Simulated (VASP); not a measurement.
# InSe (P-6m2) in VASP: notebook

InSe is run at these levels: PBE+D3(BJ); tasks: single point, relaxation of cell and atoms.

All numbers are computed with VASP 6.6.1; they aren't measurements. Logs are shortened: lines on timing, memory, paths and dates and some standing lists are left out, and cuts for length are marked.

## 1. The cell of the first run

It takes space group P-6m2 (No. 187, hexagonal). The conventional cell has a = 3.973 Å, b = 3.973 Å, c = 16.119 Å, α = 90.00°, β = 90.00°, γ = 120.00°. In (site symmetry 3m) has 3 Se at 2.64 Å and 1 In at 2.76 Å within 3.5 Å. Within 3.5 Å of In (site symmetry 3m) lie 3 Se at 2.64 Å and 1 In at 2.76 Å. Se (site symmetry 3m) has 3 In at 2.64 Å and 3 Se at 3.54 Å within 3.6 Å. Within 3.6 Å of Se (site symmetry 3m) lie 3 In at 2.64 Å and 3 Se at 3.54 Å.

## 2. Single point, PBE+D3(BJ) (27.55 Å³/atom)

INCAR reads:

```
  PREC = Accurate
  ENCUT = 520
  EDIFF = 1E-7
  ISMEAR = 0
  SIGMA = 0.01
  LREAL = F
  LASPH = T
  NELM = 80
  ALGO = Normal
  ISIF = 2
  LWAVE = F
  LCHARG = F
  GGA = PE
  IVDW = 12
  NBANDS = 48
```

KPOINTS reads:

```
regular mesh
0
Gamma
  12 12 2
```

POSCAR reads:

```
InSe
1.0
    3.9731943419      0.0000000000      0.0000000000
   -1.9865971710      3.4408872343      0.0000000000
    0.0000000000      0.0000000000     16.1189900242
In Se
4 4
Direct
    0.0000000000      0.0000000000      0.5855802315
    0.0000000000      0.0000000000      0.4144197685
    0.3333333333      0.6666666667      0.9144053490
    0.3333333333      0.6666666667      0.0855946510
    0.6666666667      0.3333333333      0.8336722227
    0.6666666667      0.3333333333      0.1663277773
    0.3333333333      0.6666666667      0.6660902753
    0.3333333333      0.6666666667      0.3339097247
```

Potentials or basis: VASP PAW PBE potentials, release 64 (In_d, Se).

Run with:

```bash
$ cat potpaw_PBE.64/In_d/POTCAR potpaw_PBE.64/Se/POTCAR > POTCAR
$ mpirun -np 1 vasp_std > vasp.out
```

OUTCAR:

```text
PREC = Accurate
   ENCUT = 520
   EDIFF = 1E-7
   ISMEAR = 0
   LREAL = F
   LASPH = T
   NELM = 80
   ISIF = 2
   GGA = PE
   IVDW = 12
 IVDW          = 12

 ion  position               nearest neighbor table
   1  0.000  0.000  0.586-   7 2.64   7 2.64   7 2.64   2 2.76
   2  0.000  0.000  0.414-   8 2.64   8 2.64   8 2.64   1 2.76
   3  0.333  0.667  0.914-   5 2.64   5 2.64   5 2.64   4 2.76
   4  0.333  0.667  0.086-   6 2.64   6 2.64   6 2.64   3 2.76
   5  0.667  0.333  0.834-   3 2.64   3 2.64   3 2.64
   6  0.667  0.333  0.166-   4 2.64   4 2.64   4 2.64
   7  0.333  0.667  0.666-   1 2.64   1 2.64   1 2.64
   8  0.333  0.667  0.334-   2 2.64   2 2.64   2 2.64

  LATTYP: Found a hexagonal cell.
 ALAT       =     3.9731943419
 C/A-ratio  =     4.0569347072

  Lattice vectors:

 A1 = (   3.9731943419,   0.0000000000,   0.0000000000)
 A2 = (  -1.9865971710,   3.4408872343,   0.0000000000)
 A3 = (   0.0000000000,   0.0000000000,  16.1189900242)

Analysis of symmetry for initial positions (statically):
=====================================================================
 Subroutine PRICEL returns:
 Original cell was already a primitive cell.

 Routine SETGRP: Setting up the symmetry group for a
 hexagonal supercell.

 Subroutine GETGRP returns: Found 12 space group operations
 (whereof 12 operations were pure point group operations)
 out of a pool of 24 trial point group operations.

The static configuration has the point symmetry D_3h.

Analysis of symmetry for dynamics (positions and initial velocities):
=====================================================================
 Subroutine PRICEL returns:
 Original cell was already a primitive cell.

 Routine SETGRP: Setting up the symmetry group for a
 hexagonal supercell.

 Subroutine GETGRP returns: Found 12 space group operations
 (whereof 12 operations were pure point group operations)
 out of a pool of 24 trial point group operations.

The dynamic configuration has the point symmetry D_3h.

 Subroutine INISYM returns: Found 12 space group operations
 (whereof 12 operations are pure point group operations),
 and found     1 'primitive' translations

----------------------------------------------------------------------------------------

                                     Primitive cell

  volume of cell :     220.3678

  direct lattice vectors                    reciprocal lattice vectors
     3.973194342  0.000000000  0.000000000     0.251686657  0.145311359  0.000000000
    -1.986597171  3.440887234  0.000000000     0.000000000  0.290622718  0.000000000
     0.000000000  0.000000000 16.118990024     0.000000000  0.000000000  0.062038626

  length of vectors
     3.973194342  3.973194342 16.118990024     0.290622718  0.290622718  0.062038626

  position of ions in fractional coordinates (direct lattice)
     0.000000000  0.000000000  0.585580232
     0.000000000  0.000000000  0.414419768
     0.333333333  0.666666667  0.914405349
     0.333333333  0.666666667  0.085594651
     0.666666667  0.333333333  0.833672223
     0.666666667  0.333333333  0.166327777
     0.333333333  0.666666667  0.666090275
     0.333333333  0.666666667  0.333909725

  ion indices of the primitive-cell ions
   primitive index   ion index
                 1           1
                 2           2
                 3           3
                 4           4
                 5           5
                 6           6
                 7           7
                 8           8

----------------------------------------------------------------------------------------

 KPOINTS: regular mesh

Automatic generation of k-mesh.
 Grid dimensions read from file:
 generate k-points for:   12   12    2

 Generating k-lattice:

  Cartesian coordinates                     Fractional coordinates (reciprocal lattice)
     0.020973888  0.012109280  0.000000000     0.083333333  0.000000000  0.000000000
     0.000000000  0.024218560  0.000000000     0.000000000  0.083333333  0.000000000
     0.000000000  0.000000000  0.031019313     0.000000000  0.000000000  0.500000000

  Length of vectors
     0.024218560  0.024218560  0.031019313

  Shift w.r.t. Gamma in fractional coordinates (k-lattice)
     0.000000000  0.000000000  0.000000000

 Subroutine IBZKPT returns following result:
 ===========================================

 Found     38 irreducible k-points:

 Following reciprocal coordinates:
            Coordinates               Weight
  0.000000  0.000000  0.000000      1.000000
  0.083333  0.000000  0.000000      6.000000
  0.166667 -0.000000  0.000000      6.000000
  0.250000 -0.000000  0.000000      6.000000
  0.333333 -0.000000  0.000000      6.000000
  0.416667  0.000000  0.000000      6.000000
[... 16 lines left out ...]
  0.250000 -0.000000  0.500000      6.000000
  0.333333 -0.000000  0.500000      6.000000
 [... further k-points ...]
   k-points           NKPTS =     38   k-points in BZ     NKDIM =     38   number of bands    NBANDS=     48
   number of dos      NEDOS =    301   number of ions     NIONS =      8
   total plane-waves  NPLWV = 108000
   dimension x,y,z NGX =    30 NGY =   30 NGZ =  120
   dimension x,y,z NGXF=    60 NGYF=   60 NGZF=  240
   ions per type =               4   4
   NGX,Y,Z   is equivalent  to a cutoff of  12.55, 12.55, 12.38 a.u.
   NGXF,Y,Z  is equivalent  to a cutoff of  25.11, 25.11, 24.75 a.u.
 SYSTEM =  unknown system
   PREC   = accura    normal or accurate (medium, high low for compatibility)
   ISTART =      0    job   : 0-new  1-cont  2-samecut
   ICHARG =      2    charge: 1-file 2-atom 10-const
   ISPIN  =      1    spin polarized calculation?
   LNONCOLLINEAR =      F non collinear calculations
   LSORBIT =      F    spin-orbit coupling
   LASPH  =      T    aspherical Exc in radial PAW
   ENCUT  =  520.0 eV  38.22 Ry    6.18 a.u.   7.39  7.39 29.97*2*pi/ulx,y,z
   NELM   =     80;   NELMIN=  2; NELMDL= -5     # of ELM steps
   EDIFF  = 0.1E-06   stopping-criterion for ELM
   LREAL  =      F    real-space projection
   EDIFFG = 0.1E-05   stopping-criterion for IOM
   NSW    =      0    number of steps for IOM
   IBRION =     -1    ionic relax: 0-MD 1-quasi-New 2-CG
   NFREE  =      0    steps in history (QN), initial steepest desc. (CG)
   ISIF   =      2    stress and relaxation
   ISYM   =      2    0-nonsym 1-usesym 2-fastsym
   POTIM  = 0.5000    time-step for ionic-motion
   TEBEG  =    0.0;   TEEND  =   0.0 temperature during run
   PSTRESS=    0.0 pullay stress
   NELECT =      76.0000    total number of electrons
   NUPDOWN=      -1.0000    fix difference up-down
   EMIN   =  10.00;   EMAX   =-10.00  energy-range for DOS
   EFERMI =   0.00;   METHOD = LEGACY
   ISMEAR =     0;   SIGMA  =   0.01  broadening in eV -4-tet -1-fermi 0-gaus
   EFERMI_NEDOS =   21; number of points for ismear=-14 and -15
   IALGO  =     38    algorithm
   IMIX   =      4    mixing-type and parameters
     AMIX     =   0.40;   BMIX     =  1.00
     AMIX_MAG =   1.60;   BMIX_MAG =  1.00
  volume/ion in A,a.u.               =      27.55       185.89
  Fermi-wavevector in a.u.,A,eV,Ry     =   1.148057  2.169513 17.932944  1.318034
  Thomas-Fermi vector in A             =   2.284734
   LORBIT       =      0    0 simple, 1 ext, 2 COOP (PROOUT), +10 PAW based schemes
   GGA     = PE    functional components
   LHFCALC =     F    Hartree Fock is set to
   AEXX    =    0.0000 exact exchange contribution
   IVDW    =    12    specifies the selected vdW correction
   LEPSILON=     F    determine dielectric tensor
   LRPA    =     F    only Hartree local field effects (RPA)
 non-spin polarized calculation
 Gauss-broadening in eV      SIGMA  =   0.01
  energy-cutoff  :      520.00
  volume of cell :      220.37
 maximum number of plane-waves:      5983
 NGX is ok and might be reduce to    30
   NGX = 15   NGY = 15   NGZ = 59

 number of electron      75.9999984 magnetization

 Free energy of the ion-electron system (eV)
  ---------------------------------------------------
  ext. energy  EPLUGINS =         0.00000000
  ---------------------------------------------------
  free energy    TOTEN  =       -28.05477983 eV

  energy without entropy =      -28.05477983  energy(sigma->0) =      -28.05477983

 E-fermi :   4.8642     XC(G=0):  -9.2246

 val. band max:        4.7732396472   @ k =   0.0000   0.0000   0.0000
 cond. band min:       5.1528298533   @ k =   0.0000   0.0000   0.0000
 fundamental gap:      0.3795902061
 Fermi energy:         4.8642499522

 k-point     1 :       0.0000    0.0000    0.0000
  band No.  band energies     occupation
      1     -10.1900      2.00000
      2     -10.1661      2.00000
      3      -9.9871      2.00000
      4      -9.9871      2.00000
      5      -9.9624      2.00000
      6      -9.9624      2.00000
[... 40 lines left out ...]
     47       9.6442      0.00000
     48      10.1997      0.00000

 k-point     2 :       0.0833    0.0000    0.0000
  band No.  band energies     occupation
      1     -10.1895      2.00000
      2     -10.1657      2.00000
      3     -10.0182      2.00000
      4      -9.9922      2.00000
      5      -9.9861      2.00000
      6      -9.9614      2.00000
[... 40 lines left out ...]
     47       9.5870      0.00000
     48       9.9870      0.00000

 k-point     3 :       0.1667   -0.0000    0.0000
  band No.  band energies     occupation
      1     -10.1929      2.00000
      2     -10.1700      2.00000
      3     -10.0844      2.00000
      4     -10.0527      2.00000
      5     -10.0111      2.00000
      6      -9.9843      2.00000
[... 1060 lines left out ...]
     47       9.2690      0.00000
     48       9.2931      0.00000

 k-point    24 :       0.3333   -0.0000    0.5000
  band No.  band energies     occupation
      1     -10.2709      2.00000
      2     -10.2507      2.00000
      3     -10.1510      2.00000
      4     -10.1411      2.00000
      5     -10.1218      2.00000
      6     -10.1062      2.00000
[... 40 lines left out ...]
     47       9.2244      0.00000
     48       9.2485      0.00000

 [... further k-points ...]

------------------------ aborting loop because EDIFF is reached ----------------------------------------

 Edisp (eV)   -2.56841

 E8    (eV) :    -1.1790

  FORCE on cell =-STRESS in cart. coord.  units (eV):
  Direction    XX          YY          ZZ          XY          YZ          ZX
  --------------------------------------------------------------------------------------
  -------------------------------------------------------------------------------------
  Total       2.89666     2.89666     2.84714    -0.00000     0.00000     0.00000
  in kB      21.06010    21.06010    20.70003    -0.00000     0.00000     0.00000
  external pressure =       20.94 kB  Pullay stress =        0.00 kB

 VOLUME and BASIS-vectors are now :
 -----------------------------------------------------------------------------
  energy-cutoff  :      520.00
  volume of cell :      220.37
      direct lattice vectors                 reciprocal lattice vectors
     3.973194342  0.000000000  0.000000000     0.251686657  0.145311359  0.000000000
    -1.986597171  3.440887234  0.000000000     0.000000000  0.290622718  0.000000000
     0.000000000  0.000000000 16.118990024     0.000000000  0.000000000  0.062038626

 POSITION                                       TOTAL-FORCE (eV/Angst)
 -----------------------------------------------------------------------------------
      0.00000      0.00000      9.43896        -0.000000      0.000000     -0.022986
      0.00000      0.00000      6.68003        -0.000000      0.000000      0.022986
     -0.00000      2.29392     14.73929         0.000000      0.000000      0.023123
     -0.00000      2.29392      1.37970         0.000000     -0.000000     -0.023123
      1.98660      1.14696     13.43795        -0.000000     -0.000000     -0.017043
      1.98660      1.14696      2.68104        -0.000000     -0.000000      0.017043
     -0.00000      2.29392     10.73670         0.000000     -0.000000      0.016738
     -0.00000      2.29392      5.38229         0.000000     -0.000000     -0.016738
 -----------------------------------------------------------------------------------
    total drift:                               -0.000000      0.000000     -0.000000

  FREE ENERGIE OF THE ION-ELECTRON SYSTEM (eV)
  ---------------------------------------------------
  free  energy   TOTEN  =       -30.6231933587 eV

  energy  without entropy=      -30.6231933587  energy(sigma->0) =      -30.62319336
```

Run time: 7.2 min. Hardware: 1 thread of Intel Xeon 6975P-C (Granite Rapids), shared host; peak memory 0.51 GiB.

Results:

```
Free energy                : -30.6232 eV
Pressure                   : 2.1 GPa
Largest force              : 0.023 eV/Å
Band gap on the k mesh     : 0.38 eV
Dispersion energy per atom : -0.321 eV
```

Forces on the atoms (eV/Å):
```
In   0.000  0.000 -0.023
In   0.000  0.000  0.023
In   0.000  0.000  0.023
In   0.000  0.000 -0.023
Se   0.000  0.000 -0.017
Se   0.000  0.000  0.017
Se   0.000  0.000  0.017
Se   0.000  0.000 -0.017
```

Caveat: spin-orbit coupling is left out, which moves the levels of the heavy elements.

## 3. Single point, PBE+D3(BJ) (28.43 Å³/atom)

This run uses another cell than the first one, of 28.43 Å³/atom.

INCAR reads:

```
SYSTEM = InSe
PREC = Accurate
ENCUT = 520
EDIFF = 1E-7
ISMEAR = 0
SIGMA = 0.01
LREAL = .FALSE.
LASPH = .TRUE.
NELM = 60
ALGO = Normal
ISIF = 2
LWAVE = .FALSE.
LCHARG = .TRUE.
GGA = PE
IVDW = 12
LELF = .TRUE.
LVHAR = .TRUE.
NBANDS = 48
```

KPOINTS reads:

```
Automatic mesh
0
G
  12 12 2
  0 0 0
```

POSCAR reads:

```
InSe
1.0
    4.0073089221      0.0000000000      0.0000000000
   -2.0036544611      3.4704313274      0.0000000000
    0.0000000000      0.0000000000     16.3514276528
In Se
4 4
Direct
    0.0000000000      0.0000000000      0.5849461131
    0.0000000000      0.0000000000      0.4150538869
    0.3333333333      0.6666666667      0.9150466829
    0.3333333333      0.6666666667      0.0849533171
    0.6666666667      0.3333333333      0.8360197387
    0.6666666667      0.3333333333      0.1639802613
    0.3333333333      0.6666666667      0.6638192780
    0.3333333333      0.6666666667      0.3361807220
```

Potentials or basis: VASP PAW PBE potentials, release 64 (In_d, Se).

Run with:

```bash
$ cat potpaw_PBE.64/In_d/POTCAR potpaw_PBE.64/Se/POTCAR > POTCAR
$ mpirun -np 1 vasp_std > vasp.out
```

Wall time 6.3 min (1 thread of Intel Xeon 6975P-C (Granite Rapids), shared host); peak memory 0.53 GiB.

Results (log left out):

| Property | Result |
| --- | --- |
| Free energy | -30.6882 eV |
| Pressure | 0.9 GPa |
| Largest force | 0.020 eV/Å |
| Band gap on the k mesh | 0.31 eV |
| Dispersion energy per atom | -0.310 eV |

Forces on the atoms (eV/Å):
```
In   0.000  0.000 -0.020
In   0.000  0.000  0.020
In   0.000  0.000  0.020
In   0.000  0.000 -0.020
Se   0.000  0.000 -0.016
Se   0.000  0.000  0.016
Se   0.000  0.000  0.016
Se   0.000  0.000 -0.016
```

Levels at points of the mesh, in eV from the valence-band top:
```csv
k point,band 36,band 37,band 38,band 39,band 40,band 41
"(0.00, 0.00, 0.00)",-1.16,-1.16,0.00,0.31,1.84,2.04
"(0.50, 0.00, 0.00)",-2.03,-1.94,-1.64,1.21,1.21,1.74
"(0.00, 0.00, 0.50)",-1.20,-1.04,-0.99,1.18,1.29,2.13
"(0.50, 0.00, 0.50)",-2.11,-1.76,-1.57,1.03,1.13,1.69
```

Caveat: spin-orbit coupling is left out, which moves the levels of the heavy elements.

## 4. Relaxation of cell and atoms, PBE+D3(BJ)

This run uses another cell than the first one, of 29.30 Å³/atom.

INCAR reads:

```
SYSTEM = InSe
PREC = Accurate
ENCUT = 600
EDIFF = 1E-6
ISMEAR = 0
SIGMA = 0.01
LREAL = .FALSE.
LASPH = .TRUE.
NELM = 60
ALGO = Normal
ISIF = 3
LWAVE = .FALSE.
LCHARG = .FALSE.
GGA = PE
IVDW = 12
IBRION = 2
NSW = 100
EDIFFG = -0.005
KPAR = 4
```

KPOINTS reads:

```
regular mesh
0
G
  12 12 2
  0 0 0
```

POSCAR reads:

```
InSe
1.0
    4.0355108997      0.0000000000      0.0000000000
   -2.0177554499      3.4948549564      0.0000000000
    0.0000000000      0.0000000000     16.6223555919
In Se
4 4
Direct
    0.0000000000      0.0000000000      0.5840233269
    0.0000000000      0.0000000000      0.4159766731
    0.3333333333      0.6666666667      0.9159829561
    0.3333333333      0.6666666667      0.0840170439
    0.6666666667      0.3333333333      0.8386512608
    0.6666666667      0.3333333333      0.1613487392
    0.3333333333      0.6666666667      0.6612672598
    0.3333333333      0.6666666667      0.3387327402
```

Run with:

```bash
$ cat potpaw_PBE.64/In_d/POTCAR potpaw_PBE.64/Se/POTCAR > POTCAR
$ mpirun -np 4 vasp_std > vasp.out
```

Run time: 11 min. Hardware: 4 MPI ranks of Oxide Virtual Turin-like, shared host; peak memory 0.65 GiB.

Results (log left out):

* Free energy: -30.7082 eV
* Relaxed volume: 29.33 Å³/atom
* Relaxed cell: a = 4.037 Å, b = 4.037 Å, c = 16.626 Å, α = 90.00°, β = 90.00°, γ = 120.00°
* Space group after relaxing (to 0.1 Å): P-6m2 (No. 187)
* Energy gained by relaxing: 0.0 meV/atom
* Ionic steps: 3
* Pressure after relaxing: 0.0 GPa
* Largest force after relaxing: 0.003 eV/Å
* Band gap on the k mesh: 0.28 eV
* Dispersion energy per atom: -0.299 eV

Forces on the atoms (eV/Å):
```
In   0.000  0.000 -0.002
In   0.000  0.000  0.002
In   0.000  0.000  0.001
In   0.000  0.000 -0.001
Se   0.000  0.000 -0.003
Se   0.000  0.000  0.003
Se   0.000  0.000  0.002
Se   0.000  0.000 -0.002
```

Final structure:
```yaml
crystal:
  lattice:
    - [4.03676, 0.00000, 0.00000]
    - [-2.01838, 3.49593, 0.00000]
    - [0.00000, 0.00000, 16.62573]
  atoms:
    - { symbol: In, position: [0.00000, 0.00000, 0.58400] }
    - { symbol: In, position: [0.00000, 0.00000, 0.41600] }
    - { symbol: In, position: [0.33333, 0.66667, 0.91600] }
    - { symbol: In, position: [0.33333, 0.66667, 0.08400] }
    - { symbol: Se, position: [0.66667, 0.33333, 0.83863] }
    - { symbol: Se, position: [0.66667, 0.33333, 0.16137] }
    - { symbol: Se, position: [0.33333, 0.66667, 0.66129] }
    - { symbol: Se, position: [0.33333, 0.66667, 0.33871] }
```

Levels at points of the mesh, in eV from the valence-band top:
```
           k point  band 35  band 36  band 37  band 38  band 39  band 40  band 41  band 42
(0.00, 0.00, 0.00)    -1.24    -1.17    -1.17     0.00     0.28     1.68     2.00     2.09
(0.50, 0.00, 0.00)    -2.21    -2.02    -1.86    -1.59     1.24     1.28     1.72     1.74
(0.00, 0.00, 0.50)    -1.20    -1.20    -0.98    -0.94     1.11     1.20     2.06     2.09
(0.50, 0.00, 0.50)    -2.10    -2.10    -1.70    -1.54     1.09     1.20     1.68     2.04
```

Caveat: spin-orbit coupling is left out, which moves the levels of the heavy elements.

## 5. Overview

```csv
task,cell,cutoff (eV),gap on the mesh (eV),pressure (GPa),largest force (eV/Å)
single point,"a = 3.973, b = 3.973, c = 16.119 Å, angles 90.0, 90.0, 120.0°, 8 atoms, atomic positions A",520,0.38,2.1,0.02
single point,"a = 4.007, b = 4.007, c = 16.351 Å, angles 90.0, 90.0, 120.0°, 8 atoms, atomic positions B",520,0.31,0.9,0.02
relaxation of cell and atoms,"relaxed from a = 4.036, b = 4.036, c = 16.622 Å, angles 90.0, 90.0, 120.0°, 8 atoms, atomic positions C",600,0.28,0.0,-
```

Alike in all rows: level PBE+D3(BJ); potentials or basis VASP PAW PBE potentials, release 64 (In_d, Se); no spin polarisation; k mesh 12 × 12 × 2; smearing gaussian 0.01 eV.

Caveats: spin-orbit coupling is left out, which moves the levels of the heavy elements.

Absolute energies hang on the potentials; compare differences alone.
